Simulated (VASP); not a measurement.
Here is a VASP 6.6.1 calculation.

File INCAR:

```
ALGO = Normal
EDIFF = 1E-6
ENCUT = 520
GGA = PS
ISIF = 2
ISMEAR = 1
LASPH = T
LCHARG = F
LREAL = F
LWAVE = F
NBANDS = 25
NELM = 60
PREC = Accurate
SIGMA = 0.1
```

KPOINTS

```
k-points
0
Gamma
  3 3 4
```

The input POSCAR:

```
Hg
1.0
    5.4666960000      0.0000000000      0.0000000000
   -2.7333480000      4.7342976108      0.0000000000
    0.0000000000      0.0000000000      3.1852180000
Hg
3
Direct
    0.3333333333      0.6666666667      0.5000000000
    0.6666666667      0.3333333333      0.5000000000
    0.0000000000      0.0000000000      0.0000000000
```

Potentials or basis: VASP PAW PBE potentials, release 64 (Hg).

Command:

```bash
$ cat potpaw_PBE.64/Hg/POTCAR > POTCAR
$ mpirun -np 1 vasp_std > vasp.out
```

Estimate the pressure.

-2.4 GPa.

What does it give for the band gap on the k mesh?

Zero (band 18 reaches 3.50 eV, above the bottom of band 19 at 0.86 eV).

Stress tensor (GPa, compression positive):
```
-1.49  0.00  0.00
 0.00 -1.49  0.00
 0.00  0.00 -4.25
```

Caveat: the k points lie up to 0.49 Å⁻¹ apart; the PAW data sets were made with another functional, which shifts forces and pressure a little; spin-orbit coupling is left out, which moves the levels of the heavy elements.
